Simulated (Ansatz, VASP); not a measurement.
**One calculation of Al, two programs**

The input INCAR:

```
PREC = Accurate
ENCUT = 500
EDIFF = 1E-6
ISMEAR = 1
SIGMA = 0.15
LREAL = False
LASPH = True
NELM = 120
ALGO = Normal
ISIF = 2
LWAVE = False
LCHARG = False
GGA = PE
NBANDS = 8
GGA_COMPAT = False
```

Contents of KPOINTS:

```
Automatic mesh
0
Gamma
  13 13 13
```

The input POSCAR:

```
Al
1.0
    0.0000000000      2.0174200000      2.0174200000
    2.0174200000      0.0000000000      2.0174200000
    2.0174200000      2.0174200000      0.0000000000
Al
1
Direct
    0.0000000000      0.0000000000      0.0000000000
```

Input for Ansatz:

```yaml
crystal:
  lattice:
    - [0.0, 2.01742, 2.01742]
    - [2.01742, 0.0, 2.01742]
    - [2.01742, 2.01742, 0.0]
  atoms:
    - { symbol: Al, position: [0.0, 0.0, 0.0] }
hamiltonian:
  xc: pbe
  pseudopotentials: { kind: paw }
basis:
  ecutwfc: 420
kpoints:
  mp_grid: { grid: [13, 13, 13] }
scf:
  occupations: { method: cold, width: 0.15 }
  lower_state_search: "off"
  max_iter: 80
output:
  forces: true
  stress: true
```

Alike in both runs: task single point; functional PBE; k mesh 13 × 13 × 13; no spin polarisation.

```csv
,VASP,Ansatz
version,VASP 6.6.1,Ansatz 0.2.0
potentials or method,"VASP PAW PBE potentials, release 64 (Al), cutoff 500 eV","PAW, plane waves, scalar-relativistic"
occupations,"methfessel-paxton of order 1, width 0.15 eV","cold, width 0.15 eV"
valence electrons in the cell,3,3
```

|  | VASP | Ansatz | Ansatz less VASP |
| --- | --- | --- | --- |
| pressure (GPa) | 0.2 | 0.2 | +0.01 |
